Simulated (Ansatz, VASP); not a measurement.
**One calculation of BeRe, two programs**

```xyz
8
Lattice="5.4151 -1.5612 -0.0049 5.4151 1.5612 -0.0049 -1.6373 0.0000 5.3906" Properties=species:S:1:pos:R:3 pbc="T T T"
Be    8.2383    0.0000    5.3259
Be    6.0474    0.0000    2.9620
Be    8.0661    0.0000    0.8176
Be    8.1952    0.0000    3.0816
Re    1.2455    0.0000    4.4525
Re    4.1714    0.0000    1.6918
Re    4.3574    0.0000    4.5357
Re    1.0418    0.0000    1.3461
```

Change from the starting cell: the structure that the rattled zinc blende type (F-43m, No. 216) fell into.

Alike in both runs: functional PBE; k mesh 12 × 12 × 8; occupations gaussian, width 0.1 eV; no spin polarisation.

Ansatz relaxed the structure, and its values are those at the end. VASP's run is a single point on that final structure, the one shown.

```csv
,VASP,Ansatz
version,VASP 6.6.1,Ansatz 0.2.0
potentials or method,"VASP PAW PBE potentials, release 64 (Be, Re), cutoff 520 eV","scalar-relativistic, plane waves, PAW"
valence electrons in the cell,36,68
```

Ansatz gave:

```
gap on the k mesh at the Fermi level (eV) : none
pressure (GPa)                            : 0.0
rms of the force components (eV/Å)        : 0.003
```

Problem. What did VASP give for the same quantities?

Solution. gap on the k mesh at the Fermi level (eV): none; pressure (GPa): 0.1; rms of the force components (eV/Å): 0.008.

A gap of «none» marks a metal or a gap that the smearing closes. VASP's potentials hold 36 valence electrons a cell and Ansatz's 68, so a difference there can come from the potentials and not from the codes.

Neither program's run includes spin-orbit coupling.
